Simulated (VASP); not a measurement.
A run of VASP 6.6.1 is set up as follows.

File INCAR:

```
ALGO = Normal ; EDIFF = 1E-6
ENCUT = 520 ; GGA = CA
ISIF = 2 ; ISMEAR = 0
LASPH = True ; LCHARG = False
LREAL = False ; LWAVE = False
NBANDS = 10 ; NELM = 80
PREC = Accurate ; SIGMA = 0.15
```

Contents of KPOINTS:

```
k-points
0
Gamma
  8 8 8
```

File POSCAR:

```
Ir
1.0
    0.0000000000      1.9197000000      2.0348820000
    1.9197000000      0.0000000000      2.0348820000
    1.9197000000      1.9197000000      0.0000000000
Ir
1
Direct
    0.0000000000      0.0000000000      0.0000000000
```

Potentials or basis: VASP PAW LDA potentials, release 64 (Ir).

The run is started by

```bash
$ cat potpaw_LDA.64/Ir/POTCAR > POTCAR
$ mpirun -np 1 vasp_std > vasp.out
```

(1) What does it give for the pressure?

## Answers

(1) -22.8 GPa.

Caveat: the cell differs from its parent crystal (strain +0.0600 x Voigt [0, 0, 1, 0, 0, 0]).
